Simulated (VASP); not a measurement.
Wanted: the native input for a VASP 6.6.1 run.

* Task: single point
* Functional: PBE
* Potentials or basis: VASP PAW PBE potentials, release 64 (Cu)
* Cutoff: 520 eV
* k mesh: 8 × 8 × 1
* Occupations: fermi-dirac, width 0.1 eV
* Spin: no spin polarisation
* Dipole correction: no
* Further INCAR settings: ALGO = Normal; EDIFF = 1e-06; NBANDS = 30; NELMDL = -8

The structure of Cu lies in POSCAR:

```
Cu
1.0
    2.5667980000      0.0000000000      0.0000000000
   -1.2833990000      2.2229120000      0.0000000000
    0.0000000000      0.0000000000     20.2873440000
Cu
4
Direct
    0.0000000000      0.0000000000      0.3450430000
    0.3333330000      0.6666670000      0.4483480000
    0.6666670000      0.3333330000      0.5516520000
    0.0000000000      0.0000000000      0.6549570000
```

The input as run:

INCAR

```
SYSTEM = Cu
  ALGO = Normal
  EDIFF = 1E-6
  ENCUT = 520
  GGA = PE
  GGA_COMPAT = .False.
  ISIF = 2
  ISMEAR = -1
  LASPH = .True.
  LCHARG = .False.
  LREAL = .False.
  LWAVE = .False.
  NBANDS = 30
  NELM = 120
  NELMDL = -8
  PREC = Accurate
  SIGMA = 0.1
```

KPOINTS

```
k-points
0
Gamma
  8 8 1
  0 0 0
```

Potentials or basis: VASP PAW PBE potentials, release 64 (Cu).

The run is started by

```sh
$ cat potpaw_PBE.64/Cu/POTCAR > POTCAR
$ mpirun -np 1 vasp_std > vasp.out
```

Results of the run:

The largest force is 0.094 eV/Å and the band gap on the k mesh is zero (bands 22 and 23 overlap by 4.22 eV).

Wall time 27 s on 1 thread of Intel(R) Xeon(R) 6975P-C (Granite Rapids), on a shared host, peak memory 0.24 GiB.
